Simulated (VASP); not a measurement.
# Al3Ru2 (P4mm) in VASP: single point with PBEsol

Aim: the single point of Al3Ru2 with PBEsol.

All numbers are computed with VASP 6.6.1; they aren't measurements. Logs are shortened: lines on timing, memory, paths and dates and some standing lists are left out, and cuts for length are marked.

**1. The cell of the first run**

Symmetry: P4mm, No. 99, tetragonal system. Conventional cell: a = 3.073 Å, b = 3.073 Å, c = 14.102 Å, α = 90.00°, β = 90.00°, γ = 90.00°. Al (site symmetry 4mm) has 8 Ru at 2.64 Å and 6 Al at 2.76 to 3.07 Å within 3.5 Å. Al (site symmetry 4mm) has 6 Al at 2.61 to 3.07 Å and 8 Ru at 2.64 Å within 3.4 Å. Al (site symmetry 4mm) has 5 Ru at 2.51 to 2.71 Å and 9 Al at 2.70 to 3.07 Å within 3.3 Å. Within 3.3 Å of Al (site symmetry 4mm) lie 5 Ru at 2.51 to 2.86 Å and 9 Al at 2.70 to 3.07 Å. Al (site symmetry 4mm) has 5 Ru at 2.51 to 2.86 Å and 9 Al at 2.70 to 3.07 Å within 3.3 Å. Al (site symmetry 4mm) has 5 Ru at 2.44 to 2.86 Å and 9 Al at 2.61 to 3.07 Å within 3.2 Å. Within 3.3 Å of Ru (site symmetry 4mm) lie 9 Al at 2.51 to 2.86 Å and 5 Ru at 3.01 to 3.07 Å. Ru (site symmetry 4mm) has 9 Al at 2.44 to 2.71 Å and 5 Ru at 3.01 to 3.07 Å within 3.2 Å.

**2. Single point, PBEsol (the distance across one plane changed)**

Input file INCAR:

```
SYSTEM = Al3Ru2
ALGO = Fast
EDIFF = 1E-6
ENCUT = 520
GGA = PS
ISIF = 2
ISMEAR = 0
LASPH = .True.
LCHARG = .False.
LREAL = .False.
LWAVE = .False.
NBANDS = 48
NELM = 80
PREC = Accurate
SIGMA = 0.15
```

Input file KPOINTS:

```
k-points
0
Gamma
  15 15 4
  0 0 0
```

Input file POSCAR:

```
Al3Ru2
1.0
   -3.0733627987      0.0000000000      0.0000000000
    0.0000000000     -3.0733627987      0.0000000000
    0.0000000000      0.0000000000     14.1016646833
Al Ru
6 4
Direct
    0.5000000000      0.5000000000      0.3540261558
    1.0000000000      1.0000000000      0.8593446768
    0.5000000000      0.5000000000      0.1582220825
    1.0000000000      1.0000000000      0.6635406035
    0.5000000000      0.5000000000      0.5498302292
    1.0000000000      1.0000000000      0.0445117082
    0.0000000000      0.0000000000      0.4608084619
    0.5000000000      0.5000000000      0.9661269829
    0.0000000000      0.0000000000      0.2472438497
    0.5000000000      0.5000000000      0.7525623708
```

Potentials or basis: VASP PAW PBE potentials, release 64 (Al, Ru_pv).

Launch:

```bash
$ cat potpaw_PBE.64/Al/POTCAR potpaw_PBE.64/Ru_pv/POTCAR > POTCAR
$ mpirun -np 1 vasp_std > vasp.out
```

OUTCAR:

```text
SYSTEM = Al3Ru2
   EDIFF = 1E-6
   ENCUT = 520
   GGA = PS
   ISIF = 2
   ISMEAR = 0
   LASPH = .True.
   LREAL = .False.
   NELM = 80
   PREC = Accurate

 ion  position               nearest neighbor table
   1  0.500  0.500  0.354-   7 2.64   9 2.64   7 2.64   9 2.64   7 2.64   9 2.64   7 2.64   9 2.64
                             3 2.76   5 2.76
   2  0.000  0.000  0.859-   6 2.61  10 2.64  10 2.64  10 2.64  10 2.64   8 2.64   8 2.64   8 2.64
                             8 2.64   4 2.76
   3  0.500  0.500  0.158-   9 2.51   9 2.51   9 2.51   9 2.51   6 2.70   6 2.70   6 2.70   6 2.70
                             8 2.71   1 2.76
   4  0.000  0.000  0.664-  10 2.51  10 2.51  10 2.51  10 2.51   5 2.70   5 2.70   5 2.70   5 2.70
                             2 2.76   7 2.86
   5  0.500  0.500  0.550-   7 2.51   7 2.51   7 2.51   7 2.51   4 2.70   4 2.70   4 2.70   4 2.70
                             1 2.76  10 2.86
   6  0.000  0.000  0.045-   8 2.44   8 2.44   8 2.44   8 2.44   2 2.61   3 2.70   3 2.70   3 2.70
                             3 2.70   9 2.86
   7  0.000  0.000  0.461-   5 2.51   5 2.51   5 2.51   5 2.51   1 2.64   1 2.64   1 2.64   1 2.64
                             4 2.86   9 3.01
   8  0.500  0.500  0.966-   6 2.44   6 2.44   6 2.44   6 2.44   2 2.64   2 2.64   2 2.64   2 2.64
                             3 2.71  10 3.01
   9  0.000  0.000  0.247-   3 2.51   3 2.51   3 2.51   3 2.51   1 2.64   1 2.64   1 2.64   1 2.64
                             6 2.86   7 3.01
  10  0.500  0.500  0.753-   4 2.51   4 2.51   4 2.51   4 2.51   2 2.64   2 2.64   2 2.64   2 2.64
                             5 2.86   8 3.01

  LATTYP: Found a simple tetragonal cell.
 ALAT       =     3.0733627987
 C/A-ratio  =     4.5883501581

  Lattice vectors:

 A1 = (  -3.0733627987,   0.0000000000,   0.0000000000)
 A2 = (   0.0000000000,  -3.0733627987,   0.0000000000)
 A3 = (   0.0000000000,   0.0000000000,  14.1016646833)

Analysis of symmetry for initial positions (statically):
=====================================================================
 Subroutine PRICEL returns:
 Original cell was already a primitive cell.

 Routine SETGRP: Setting up the symmetry group for a
 simple tetragonal supercell.

 Subroutine GETGRP returns: Found  8 space group operations
 (whereof  8 operations were pure point group operations)
 out of a pool of 16 trial point group operations.

The static configuration has the point symmetry C_4v.

Analysis of symmetry for dynamics (positions and initial velocities):
=====================================================================
 Subroutine PRICEL returns:
 Original cell was already a primitive cell.

 Routine SETGRP: Setting up the symmetry group for a
 simple tetragonal supercell.

 Subroutine GETGRP returns: Found  8 space group operations
 (whereof  8 operations were pure point group operations)
 out of a pool of 16 trial point group operations.

The dynamic configuration has the point symmetry C_4v.

 Subroutine INISYM returns: Found  8 space group operations
 (whereof  8 operations are pure point group operations),
 and found     1 'primitive' translations

----------------------------------------------------------------------------------------

                                     Primitive cell

  volume of cell :     133.1981

  direct lattice vectors                    reciprocal lattice vectors
    -3.073362799  0.000000000  0.000000000    -0.325376490  0.000000000  0.000000000
     0.000000000 -3.073362799  0.000000000     0.000000000 -0.325376490  0.000000000
     0.000000000  0.000000000 14.101664683     0.000000000  0.000000000  0.070913614

  length of vectors
     3.073362799  3.073362799 14.101664683     0.325376490  0.325376490  0.070913614

  position of ions in fractional coordinates (direct lattice)
     0.500000000  0.500000000  0.354026156
     0.000000000  0.000000000  0.859344677
     0.500000000  0.500000000  0.158222082
     0.000000000  0.000000000  0.663540604
     0.500000000  0.500000000  0.549830229
     0.000000000  0.000000000  0.044511708
     0.000000000  0.000000000  0.460808462
     0.500000000  0.500000000  0.966126983
     0.000000000  0.000000000  0.247243850
     0.500000000  0.500000000  0.752562371

  ion indices of the primitive-cell ions
   primitive index   ion index
                 1           1
                 2           2
                 3           3
                 4           4
                 5           5
                 6           6
                 7           7
                 8           8
                 9           9
                10          10

----------------------------------------------------------------------------------------

 KPOINTS: k-points

Automatic generation of k-mesh.
 Grid dimensions read from file:
 generate k-points for:   15   15    4

 Generating k-lattice:

  Cartesian coordinates                     Fractional coordinates (reciprocal lattice)
    -0.021691766  0.000000000  0.000000000     0.066666667  0.000000000  0.000000000
     0.000000000 -0.021691766  0.000000000     0.000000000  0.066666667  0.000000000
     0.000000000  0.000000000  0.017728403     0.000000000  0.000000000  0.250000000

  Length of vectors
     0.021691766  0.021691766  0.017728403

  Shift w.r.t. Gamma in fractional coordinates (k-lattice)
     0.000000000  0.000000000  0.000000000

 Subroutine IBZKPT returns following result:
 ===========================================

 Found    108 irreducible k-points:

 Following reciprocal coordinates:
            Coordinates               Weight
  0.000000  0.000000  0.000000      1.000000
  0.066667  0.000000  0.000000      4.000000
  0.133333  0.000000  0.000000      4.000000
  0.200000  0.000000  0.000000      4.000000
  0.266667  0.000000  0.000000      4.000000
  0.333333  0.000000  0.000000      4.000000
[... 16 lines left out ...]
  0.266667  0.200000  0.000000      8.000000
  0.333333  0.200000  0.000000      8.000000
 [... further k-points ...]
   k-points           NKPTS =    108   k-points in BZ     NKDIM =    108   number of bands    NBANDS=     48
   number of dos      NEDOS =    301   number of ions     NIONS =     10
   total plane-waves  NPLWV =  62208
   dimension x,y,z NGX =    24 NGY =   24 NGZ =  108
   dimension x,y,z NGXF=    48 NGYF=   48 NGZF=  216
   ions per type =               6   4
   NGX,Y,Z   is equivalent  to a cutoff of  12.98, 12.98, 12.73 a.u.
   NGXF,Y,Z  is equivalent  to a cutoff of  25.96, 25.96, 25.46 a.u.
 SYSTEM =  Al3Ru2
   PREC   = accura    normal or accurate (medium, high low for compatibility)
   ISTART =      0    job   : 0-new  1-cont  2-samecut
   ICHARG =      2    charge: 1-file 2-atom 10-const
   ISPIN  =      1    spin polarized calculation?
   LNONCOLLINEAR =      F non collinear calculations
   LSORBIT =      F    spin-orbit coupling
   LASPH  =      T    aspherical Exc in radial PAW
   ENCUT  =  520.0 eV  38.22 Ry    6.18 a.u.   5.71  5.71 26.22*2*pi/ulx,y,z
   NELM   =     80;   NELMIN=  2; NELMDL= -5     # of ELM steps
   EDIFF  = 0.1E-05   stopping-criterion for ELM
   LREAL  =      F    real-space projection
   EDIFFG = 0.1E-04   stopping-criterion for IOM
   NSW    =      0    number of steps for IOM
   IBRION =     -1    ionic relax: 0-MD 1-quasi-New 2-CG
   NFREE  =      0    steps in history (QN), initial steepest desc. (CG)
   ISIF   =      2    stress and relaxation
   ISYM   =      2    0-nonsym 1-usesym 2-fastsym
   POTIM  = 0.5000    time-step for ionic-motion
   TEBEG  =    0.0;   TEEND  =   0.0 temperature during run
   PSTRESS=    0.0 pullay stress
   NELECT =      74.0000    total number of electrons
   NUPDOWN=      -1.0000    fix difference up-down
   EMIN   =  10.00;   EMAX   =-10.00  energy-range for DOS
   EFERMI =   0.00;   METHOD = LEGACY
   ISMEAR =     0;   SIGMA  =   0.15  broadening in eV -4-tet -1-fermi 0-gaus
   EFERMI_NEDOS =   21; number of points for ismear=-14 and -15
   IALGO  =     68    algorithm
   IMIX   =      4    mixing-type and parameters
     AMIX     =   0.40;   BMIX     =  1.00
     AMIX_MAG =   1.60;   BMIX_MAG =  1.00
  volume/ion in A,a.u.               =      13.32        89.89
  Fermi-wavevector in a.u.,A,eV,Ry     =   1.345817  2.543226 24.643196  1.811224
  Thomas-Fermi vector in A             =   2.473699
   LORBIT       =      0    0 simple, 1 ext, 2 COOP (PROOUT), +10 PAW based schemes
   GGA     = PS    functional components
   LHFCALC =     F    Hartree Fock is set to
   AEXX    =    0.0000 exact exchange contribution
   IVDW    =     0    specifies the selected vdW correction
   LEPSILON=     F    determine dielectric tensor
   LRPA    =     F    only Hartree local field effects (RPA)
 non-spin polarized calculation
 RMM-DIIS sequential band-by-band and
 Gauss-broadening in eV      SIGMA  =   0.15
  energy-cutoff  :      520.00
  volume of cell :      133.20
 maximum number of plane-waves:      3618
 NGX is ok and might be reduce to    24
   NGX = 11   NGY = 11   NGZ = 53

 number of electron      74.0000023 magnetization

 Free energy of the ion-electron system (eV)
  ---------------------------------------------------
  ext. energy  EPLUGINS =         0.00000000
  ---------------------------------------------------
  free energy    TOTEN  =       -71.83529273 eV

  energy without entropy =      -71.80565478  energy(sigma->0) =      -71.82047376

 E-fermi :  10.6109     XC(G=0): -12.3652

 val. band max:       10.6044928150   @ k =   0.4000   0.2667   0.0000
 cond. band min:      10.6390376013   @ k =   0.4667   0.4000   0.0000
 fundamental gap:      0.0345447863
 Fermi energy:        10.6109406705

 k-point     1 :       0.0000    0.0000    0.0000
  band No.  band energies     occupation
      1     -31.4104      2.00000
      2     -31.4104      2.00000
      3     -31.3670      2.00000
      4     -31.2751      2.00000
      5     -31.2343      2.00000
      6     -31.2343      2.00000
[... 40 lines left out ...]
     47      16.5612      0.00000
     48      16.5628      0.00000
[... 1171 lines left out ...]
     47      16.2270      0.00000
     48      16.4609      0.00000

 [... further k-points ...]

------------------------ aborting loop because EDIFF is reached ----------------------------------------

  FORCE on cell =-STRESS in cart. coord.  units (eV):
  Direction    XX          YY          ZZ          XY          YZ          ZX
  --------------------------------------------------------------------------------------
  -------------------------------------------------------------------------------------
  Total        1.5841235      1.5841235      3.9738633      0.0000000      0.0000000      0.0000000
  in kB       19.0546761     19.0546761     47.7997320      0.0000000      0.0000000      0.0000000
  external PRESSURE =      28.6363614 kB  Pullay stress =       0.0000000 kB

 VOLUME and BASIS-vectors are now :
 -----------------------------------------------------------------------------
  energy-cutoff  :      520.00
  volume of cell :      133.20
      direct lattice vectors                 reciprocal lattice vectors
    -3.073362799  0.000000000  0.000000000    -0.325376490  0.000000000  0.000000000
     0.000000000 -3.073362799  0.000000000     0.000000000 -0.325376490  0.000000000
     0.000000000  0.000000000 14.101664683     0.000000000  0.000000000  0.070913614

 POSITION                                       TOTAL-FORCE (eV/Angst)
 -----------------------------------------------------------------------------------
     -1.53668     -1.53668      4.99236         0.000000      0.000000     -0.061168
      0.00000      0.00000     12.11819         0.000000      0.000000     -0.671846
     -1.53668     -1.53668      2.23119         0.000000      0.000000      0.069921
      0.00000      0.00000      9.35703         0.000000      0.000000      0.009698
     -1.53668     -1.53668      7.75352         0.000000      0.000000      0.006651
      0.00000      0.00000      0.62769         0.000000      0.000000      1.568924
      0.00000      0.00000      6.49817         0.000000      0.000000      0.058968
     -1.53668     -1.53668     13.62400         0.000000     -0.000000     -1.197197
      0.00000      0.00000      3.48655         0.000000      0.000000      0.247129
     -1.53668     -1.53668     10.61238        -0.000000     -0.000000     -0.031082
 -----------------------------------------------------------------------------------
    total drift:                               -0.000000      0.000000     -0.000334

  FREE ENERGIE OF THE ION-ELECTRON SYSTEM (eV)
  ---------------------------------------------------
  free  energy   TOTEN  =       -71.8352927269 eV

  energy  without entropy=      -71.8056547842  energy(sigma->0) =      -71.82047376
```

Wall time 6 min (1 thread of Intel Xeon 6975P-C (Granite Rapids), shared host); peak memory 0.59 GiB.

What came out:

```
Free energy            : -71.8353 eV
Pressure               : 2.9 GPa
Largest force          : 1.569 eV/Å
Band gap on the k mesh : zero (bands 37 and 38 overlap by 1.61 eV)
```

Forces in eV/Å, atoms in the order of the input:
```
Al   0.000  0.000 -0.061
Al   0.000  0.000 -0.672
Al   0.000  0.000  0.070
Al   0.000  0.000  0.010
Al   0.000  0.000  0.007
Al   0.000  0.000  1.569
Ru   0.000  0.000  0.059
Ru   0.000  0.000 -1.197
Ru   0.000  0.000  0.247
Ru   0.000  0.000 -0.031
```

Stress tensor (GPa, compression positive):
```
1.91 0.00 0.00
0.00 1.91 0.00
0.00 0.00 4.78
```

Caveat: the cell differs from its parent crystal (the distance across one plane changed); the PAW data sets were made with another functional, which shifts forces and pressure a little.
